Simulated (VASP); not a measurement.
# W3O in VASP: a series of runs, part 2 of 2

VASP 6.6.1.

## 4. Single point, PBE

Contents of INCAR:

```
SYSTEM = W3O
ALGO = Normal ; DIPOL = 0.5 0.5 0.355
EDIFF = 1E-6 ; ENCUT = 520
GGA = PE ; IDIPOL = 3
ISIF = 2 ; ISMEAR = 0
LASPH = .TRUE. ; LCHARG = .FALSE.
LDIPOL = .TRUE. ; LREAL = .FALSE.
LWAVE = .FALSE. ; NBANDS = 32
NELM = 80 ; PREC = Accurate
SIGMA = 0.1
```

Contents of KPOINTS:

```
k-points
0
G
  10 10 1
  0 0 0
```

Contents of POSCAR:

```
W3O
1.0
    2.7571643597      0.0000000000      0.0000000000
   -0.9190547866      2.5994794874      0.0000000000
    0.0000000000      0.0000000000     19.8562161029
W O
3 1
Direct
    0.5000000000      0.5000000000      0.2014482507
    0.0000000000      0.0000000000      0.3111437107
    0.5000000000      0.5000000000      0.4208362792
    0.8333333333      1.0000000000      0.4849251852
```

Potentials or basis: VASP PAW PBE potentials, release 64 (W_sv, O).

Started as:

```sh
> cat potpaw_PBE.64/W_sv/POTCAR potpaw_PBE.64/O/POTCAR > POTCAR
> mpirun -np 1 vasp_std > vasp.out
```

OUTCAR:

```text
SYSTEM = W3O
   EDIFF = 1E-6
   ENCUT = 520
   GGA = PE
   ISIF = 2
   ISMEAR = 0
   LASPH = .TRUE.
   LREAL = .FALSE.
   NELM = 80
   PREC = Accurate

 ion  position               nearest neighbor table
   1  0.500  0.500  0.201-   2 2.70   2 2.70   2 3.13   2 3.13
   2  0.000  0.000  0.311-   3 2.70   3 2.70   1 2.70   1 2.70   3 3.13   3 3.13   1 3.13   1 3.13

   3  0.500  0.500  0.421-   4 1.88   4 2.28   4 2.28   2 2.70   2 2.70   2 3.13   2 3.13
   4  0.833  0.000  0.485-   3 1.88   3 2.28   3 2.28

  LATTYP: Found a base centered orthorhombic cell.
 ALAT       =     3.1836991705
 B/A-ratio  =     1.4142135624
 C/A-ratio  =     6.2368380427

  Lattice vectors:

 A1 = (   2.7571643597,   0.0000000000,   0.0000000000)
 A2 = (  -0.9190547866,   2.5994794874,   0.0000000000)
 A3 = (   0.0000000000,   0.0000000000,  19.8562161029)

Analysis of symmetry for initial positions (statically):
=====================================================================
 Subroutine PRICEL returns:
 Original cell was already a primitive cell.

 Routine SETGRP: Setting up the symmetry group for a
 base centered orthorhombic supercell.

 Subroutine GETGRP returns: Found  1 space group operations
 (whereof  1 operations were pure point group operations)
 out of a pool of  8 trial point group operations.

The static configuration has the point symmetry C_1 .

Analysis of symmetry for dynamics (positions and initial velocities):
=====================================================================
 Subroutine PRICEL returns:
 Original cell was already a primitive cell.

 Routine SETGRP: Setting up the symmetry group for a
 base centered orthorhombic supercell.

 Subroutine GETGRP returns: Found  1 space group operations
 (whereof  1 operations were pure point group operations)
 out of a pool of  8 trial point group operations.

The dynamic configuration has the point symmetry C_1 .

 Subroutine INISYM returns: Found  1 space group operations
 (whereof  1 operations are pure point group operations),
 and found     1 'primitive' translations

----------------------------------------------------------------------------------------

                                     Primitive cell

  volume of cell :     142.3133

  direct lattice vectors                    reciprocal lattice vectors
     2.757164360  0.000000000  0.000000000     0.362691472  0.128230800  0.000000000
    -0.919054787  2.599479487  0.000000000     0.000000000  0.384692399  0.000000000
     0.000000000  0.000000000 19.856216103     0.000000000  0.000000000  0.050362063

  length of vectors
     2.757164360  2.757164360 19.856216103     0.384692399  0.384692399  0.050362063

  position of ions in fractional coordinates (direct lattice)
     0.500000000  0.500000000  0.201448251
     0.000000000  0.000000000  0.311143711
     0.500000000  0.500000000  0.420836279
     0.833333333  0.000000000  0.484925185

  ion indices of the primitive-cell ions
   primitive index   ion index
                 1           1
                 2           2
                 3           3
                 4           4

----------------------------------------------------------------------------------------

 KPOINTS: k-points

Automatic generation of k-mesh.
[... 46 lines left out ...]
  0.100000 -0.300000  0.000000      2.000000
 [... further k-points ...]
   k-points           NKPTS =     52   k-points in BZ     NKDIM =     52   number of bands    NBANDS=     32
   number of dos      NEDOS =    301   number of ions     NIONS =      4
   total plane-waves  NPLWV =  86400
   dimension x,y,z NGX =    24 NGY =   24 NGZ =  150
   dimension x,y,z NGXF=    48 NGYF=   48 NGZF=  300
   ions per type =               3   1
   NGX,Y,Z   is equivalent  to a cutoff of  14.47, 14.47, 12.56 a.u.
   NGXF,Y,Z  is equivalent  to a cutoff of  28.94, 28.94, 25.12 a.u.
 SYSTEM =  W3O
   PREC   = accura    normal or accurate (medium, high low for compatibility)
   ISTART =      0    job   : 0-new  1-cont  2-samecut
   ICHARG =      2    charge: 1-file 2-atom 10-const
   ISPIN  =      1    spin polarized calculation?
   LNONCOLLINEAR =      F non collinear calculations
   LSORBIT =      F    spin-orbit coupling
   LASPH  =      T    aspherical Exc in radial PAW
   ENCUT  =  520.0 eV  38.22 Ry    6.18 a.u.   5.13  5.13 36.92*2*pi/ulx,y,z
   NELM   =     80;   NELMIN=  2; NELMDL= -5     # of ELM steps
   EDIFF  = 0.1E-05   stopping-criterion for ELM
   LREAL  =      F    real-space projection
   EDIFFG = 0.1E-04   stopping-criterion for IOM
   NSW    =      0    number of steps for IOM
   IBRION =     -1    ionic relax: 0-MD 1-quasi-New 2-CG
   NFREE  =      0    steps in history (QN), initial steepest desc. (CG)
   ISIF   =      2    stress and relaxation
   ISYM   =      2    0-nonsym 1-usesym 2-fastsym
   POTIM  = 0.5000    time-step for ionic-motion
   TEBEG  =    0.0;   TEEND  =   0.0 temperature during run
   PSTRESS=    0.0 pullay stress
   NELECT =      48.0000    total number of electrons
   NUPDOWN=      -1.0000    fix difference up-down
   EMIN   =  10.00;   EMAX   =-10.00  energy-range for DOS
   EFERMI =   0.00;   METHOD = LEGACY
   ISMEAR =     0;   SIGMA  =   0.10  broadening in eV -4-tet -1-fermi 0-gaus
   EFERMI_NEDOS =   21; number of points for ismear=-14 and -15
   IALGO  =     38    algorithm
   IMIX   =      4    mixing-type and parameters
     AMIX     =   0.40;   BMIX     =  1.00
     AMIX_MAG =   1.60;   BMIX_MAG =  1.00
  volume/ion in A,a.u.               =      35.58       240.09
  Fermi-wavevector in a.u.,A,eV,Ry     =   1.139568  2.153470 17.668718  1.298614
  Thomas-Fermi vector in A             =   2.276271
   LORBIT       =      0    0 simple, 1 ext, 2 COOP (PROOUT), +10 PAW based schemes
   GGA     = PE    functional components
   LHFCALC =     F    Hartree Fock is set to
   AEXX    =    0.0000 exact exchange contribution
   IVDW    =     0    specifies the selected vdW correction
   LEPSILON=     F    determine dielectric tensor
   LRPA    =     F    only Hartree local field effects (RPA)
 non-spin polarized calculation
 Gauss-broadening in eV      SIGMA  =   0.10
  energy-cutoff  :      520.00
  volume of cell :      142.31
 maximum number of plane-waves:      3862
 NGX is ok and might be reduce to    24
   NGX = 11   NGY = 11   NGZ = 73

 dipolmoment           0.000000      0.000000     -0.188820 electrons x Angstroem

 number of electron      48.0000002 magnetization

 dipolmoment           0.000000      0.000000      0.058540 electrons x Angstroem

 Free energy of the ion-electron system (eV)
  ---------------------------------------------------
  ext. energy  EPLUGINS =         0.00000000
  ---------------------------------------------------
  free energy    TOTEN  =       -43.95744421 eV

  energy without entropy =      -43.94202819  energy(sigma->0) =      -43.94973620

 E-fermi :   0.6411     XC(G=0):  -5.9907

 val. band max:        0.6342546697   @ k =  -0.4000   0.4000   0.0000
 cond. band min:       0.6542446259   @ k =   0.1000   0.4000   0.0000
 fundamental gap:      0.0199899561
 Fermi energy:         0.6411340855

 k-point     1 :       0.0000    0.0000    0.0000
  band No.  band energies     occupation
      1     -74.3796      2.00000
      2     -73.5665      2.00000
      3     -73.3969      2.00000
      4     -38.8497      2.00000
      5     -38.3637      2.00000
      6     -38.0823      2.00000
[... 829 lines left out ...]
     31       3.6551      0.00000
     32       3.9593      0.00000

 [... further k-points ...]

------------------------ aborting loop because EDIFF is reached ----------------------------------------

 vacuum level on the upper side and lower side of the slab       (xc-potential included)         0.679        -0.726

  FORCE on cell =-STRESS in cart. coord.  units (eV):
  Direction    XX          YY          ZZ          XY          YZ          ZX
  --------------------------------------------------------------------------------------
  -------------------------------------------------------------------------------------
  Total       -0.7098894     -0.2165014      2.8805343     -1.6768413      3.9529703      0.4603661
  in kB       -7.9920043     -2.4373937     32.4293388    -18.8780441     44.5029287      5.1828470
  external PRESSURE =       7.3333136 kB  Pullay stress =       0.0000000 kB

 VOLUME and BASIS-vectors are now :
 -----------------------------------------------------------------------------
  energy-cutoff  :      520.00
  volume of cell :      142.31
      direct lattice vectors                 reciprocal lattice vectors
     2.757164360  0.000000000  0.000000000     0.362691472  0.128230800  0.000000000
    -0.919054787  2.599479487  0.000000000     0.000000000  0.384692399  0.000000000
     0.000000000  0.000000000 19.856216103     0.000000000  0.000000000  0.050362063

 POSITION                                       TOTAL-FORCE (eV/Angst)
 -----------------------------------------------------------------------------------
      0.91905      1.29974      4.00000         0.014573      0.167799     -0.102681
      0.00000      0.00000      6.17814        -0.439821     -0.452615     -1.018632
      0.91905      1.29974      8.35622         0.765848     -2.621807      0.909150
      2.29764      0.00000      9.62878        -0.340600      2.906623      0.212163
 -----------------------------------------------------------------------------------
    total drift:                               -0.000008      0.000008      0.000441

  FREE ENERGIE OF THE ION-ELECTRON SYSTEM (eV)
  ---------------------------------------------------
  free  energy   TOTEN  =       -43.9574442121 eV

  energy  without entropy=      -43.9420281895  energy(sigma->0) =      -43.94973620

 vacuum level on the upper side and lower side of the slab         7.035         5.518
```

stdout:

```text
POSCAR found type information on POSCAR W O
 POSCAR found :  2 types and       4 ions
 scaLAPACK will be used
 LDA part: xc-table for (Slater+PW92), standard interpolation
 POSCAR, INCAR and KPOINTS ok, starting setup
 FFT: planning ... GRIDC
 FFT: planning ... GRID_SOFT
 FFT: planning ... GRID
 WAVECAR not read
 entering main loop
```

Run time: 3.3 min. Hardware: 1 thread of Intel Xeon 6975P-C (Granite Rapids), shared host; peak memory 0.38 GiB.

What came out:

```
Free energy            : -43.9574 eV
Largest force          : 2.934 eV/Å
Band gap on the k mesh : zero (band 24 reaches 1.67 eV, above the bottom of band 25 at 0.06 eV)
```

Forces in eV/Å, atoms in the order of the input:
```
W    0.015  0.168 -0.103
W   -0.440 -0.453 -1.019
W    0.766 -2.622  0.909
O   -0.341  2.907  0.212
```

Levels at points of the mesh, in eV from the Fermi level:
```csv
k point,band 21,band 22,band 23,band 24,band 25,band 26,band 27,band 28
"(0.00, 0.00, 0.00)",-1.95,-1.41,-1.30,-0.82,-0.35,0.07,1.66,1.77
"(0.50, 0.00, 0.00)",-2.55,-1.77,-1.36,0.55,1.63,1.83,2.12,2.26
"(0.00, 0.50, 0.00)",-3.09,-2.13,-1.41,0.67,1.64,1.66,2.13,2.33
"(0.50, 0.50, 0.00)",-2.49,-1.05,0.17,1.03,1.09,1.73,3.47,4.32
```

Caveat: spin-orbit coupling is left out, which moves the levels of the heavy elements.
